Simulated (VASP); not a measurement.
Input of a VASP 6.6.1 run:

Contents of INCAR:

```
  PREC = Accurate
  ENCUT = 520
  EDIFF = 1E-6
  ISMEAR = -1
  SIGMA = 0.3
  LREAL = F
  LASPH = T
  NELM = 100
  ALGO = Normal
  ISIF = 2
  LWAVE = F
  LCHARG = F
  GGA = PE
  NBANDS = 9
```

KPOINTS

```
regular mesh
0
Gamma
  16 16 9
```

The input POSCAR:

```
Be
1.0
    2.2656737714      0.0000000000      0.0000000000
   -1.1328368857      1.9621310427      0.0000000000
    0.0000000000      0.0000000000      3.5587036811
Be
2
Direct
    0.3333333333      0.6666666667      0.2500000000
    0.6666666667      0.3333333333      0.7500000000
```

Potentials or basis: VASP PAW PBE potentials, release 64 (Be).

Run with:

```console
$ cat potpaw_PBE.64/Be/POTCAR > POTCAR
$ mpirun -np 1 vasp_std > vasp.out
```

(1) What does it give for the pressure?

(2) What does it give for the band gap on the k mesh?

Answers

(1) 0.3 GPa.

(2) zero (band 2 reaches 7.95 eV, above the bottom of band 3 at 6.35 eV).
